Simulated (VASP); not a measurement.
Here is a VASP 6.6.1 calculation.

The input INCAR:

```
SYSTEM = SrTiO3
ALGO = Normal
EDIFF = 1E-6
ENCUT = 520
GGA = PS
ISIF = 2
ISMEAR = 0
LASPH = .True.
LCHARG = .False.
LREAL = .False.
LWAVE = .False.
NBANDS = 51
NELM = 100
PREC = Accurate
SIGMA = 0.05
```

Contents of KPOINTS:

```
k-points
0
Gamma
  6 6 6
  0 0 0
```

Contents of POSCAR:

```
SrTiO3
1.0
   -3.8911201354      0.0000000000     -3.8911201354
    0.0000000000     -3.8911201354     -3.8911201354
   -3.8911201354     -3.8911201354      0.0000000000
Sr Ti O
2 2 6
Direct
    0.0000000000      0.0000000000      0.0000000000
    0.5000000000      0.5000000000      0.5000000000
    0.2500000000      0.2500000000      0.2500000000
    0.7500000000      0.7500000000      0.7500000000
    0.5118120076      0.0118120076      0.4881879924
   -0.0118120076      0.4881879924      0.0118120076
    0.4881879924     -0.0118120076      0.0118120076
    0.0118120076      0.5118120076      0.4881879924
    0.5000000000      0.5000000000     -0.0236240153
    1.0000000000      1.0000000000      0.5236240153
```

Potentials or basis: VASP PAW PBE potentials, release 64 (Sr_sv, Ti_sv, O).

Run with:

```sh
$ cat potpaw_PBE.64/Sr_sv/POTCAR potpaw_PBE.64/Ti_sv/POTCAR potpaw_PBE.64/O/POTCAR > POTCAR
$ mpirun -np 1 vasp_std > vasp.out
```

(1) What does it give for the pressure?

(2) Estimate the band gap on the k mesh.

## Answers

(1) 0.5 GPa.

(2) 1.87 eV.

Caveat: the PAW data sets were made with another functional, which shifts forces and pressure a little.
